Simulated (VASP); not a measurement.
Write the native input for VASP 6.6.1 that does the following.

```
Task                   : relaxation of cell and atoms
Functional             : LDA
Potentials or basis    : VASP PAW LDA potentials, release 64 (Si)
Cutoff                 : 600 eV
k mesh                 : 6 × 6 × 6
Occupations            : gaussian, width 0.01 eV
Spin                   : no spin polarisation
Dipole correction      : no
Further INCAR settings : ALGO = Normal; EDIFF = 1e-07; IBRION = 2; EDIFFG = -0.01; NSW = 80; ISIF = 3
```

The structure of Si lies in POSCAR:

```
Si
1.0
    0.0000000000      2.7135600000      2.7135600000
    2.7135600000      0.0000000000      2.7135600000
    2.7135600000      2.7135600000      0.0000000000
Si
2
Direct
    0.7500000000      0.7500000000      0.7500000000
    0.5000000000      0.5000000000      0.5000000000
```

The input as run:

INCAR

```
  ALGO = Normal
  EDIFF = 1E-7
  EDIFFG = -0.01
  ENCUT = 600
  IBRION = 2
  ISIF = 3
  ISMEAR = 0
  LASPH = T
  LCHARG = F
  LREAL = F
  LWAVE = F
  NELM = 60
  NSW = 80
  PREC = Accurate
  SIGMA = 0.01
```

KPOINTS

```
k-points
0
Gamma
  6 6 6
```

Potentials or basis: VASP PAW LDA potentials, release 64 (Si).

Command:

```console
$ cat potpaw_LDA.64/Si/POTCAR > POTCAR
$ mpirun -np 1 vasp_std > vasp.out
```

It gave:

```yaml
Relaxed_volume: 19.73 Å³/atom
Relaxed_cell: a = 3.821 Å, b = 3.821 Å, c = 3.821 Å, α = 60.00°, β = 60.00°, γ = 60.00°
Space_group_after_relaxing_to_0.05_Å: Fd-3m (No. 227)
Energy_gained_by_relaxing: 0.9 meV/atom
Ionic_steps: 3
Pressure_after_relaxing: 0.0 GPa
Band_gap_on_the_k_mesh: 0.57 eV, indirect (least direct gap 2.53 eV)
```

It took 15 s on 1 thread of Intel Xeon 8259CL, on a shared host, peak memory 0.15 GiB.
